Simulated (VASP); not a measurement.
Write the native input for VASP 6.6.1 that does the following.

* Task: single point
* Functional: PBEsol
* Potentials or basis: VASP PAW PBE potentials, release 64 (W_sv, S)
* Cutoff: 520 eV
* k mesh: 12 × 12 × 2
* Occupations: gaussian, width 0.05 eV
* Spin: no spin polarisation
* Dipole correction: no
* Further INCAR settings: ALGO = Normal; EDIFF = 1e-07; NBANDS = 35

The structure of WS2 lies in POSCAR:

```
WS2
1.0
    3.1462408358      0.0000000000      0.0000000000
   -1.5731204179      2.7247244902      0.0000000000
    0.0000000000      0.0000000000     12.6966546967
W S
2 4
Direct
    0.3333333333      0.6666666667      0.2500000000
    0.6666666667      0.3333333333      0.7500000000
    0.3333333333      0.6666666667      0.6396781747
    0.6666666667      0.3333333333      0.1396781747
    0.3333333333      0.6666666667      0.8603218253
    0.6666666667      0.3333333333      0.3603218253
```

This cell differs from its parent crystal: atoms shifted along a free coordinate.

These files were run (other wordings do the same):

INCAR

```
ALGO = Normal
EDIFF = 1E-7
ENCUT = 520
GGA = PS
ISIF = 2
ISMEAR = 0
LASPH = T
LCHARG = F
LREAL = F
LWAVE = F
NBANDS = 35
NELM = 80
PREC = Accurate
SIGMA = 0.05
```

KPOINTS

```
k-points
0
Gamma
  12 12 2
```

Potentials or basis: VASP PAW PBE potentials, release 64 (W_sv, S).

Command:

```console
$ cat potpaw_PBE.64/W_sv/POTCAR potpaw_PBE.64/S/POTCAR > POTCAR
$ mpirun -np 1 vasp_std > vasp.out
```

It gave:

The pressure is 21.6 GPa and the largest force is 4.232 eV/Å.

Caveat: the cell differs from its parent crystal (atoms shifted along a free coordinate); the cell stands under pressure; the PAW data sets were made with another functional, which shifts forces and pressure a little; this functional lacks dispersion, which binds the layers, so the pressure and a relaxed spacing across them are unreliable.

Run time: 2 min on 1 thread of Intel(R) Xeon(R) Platinum 8259CL CPU @ 2.50GHz (Skylake/Cascade Lake), on a shared host, peak memory 0.28 GiB.
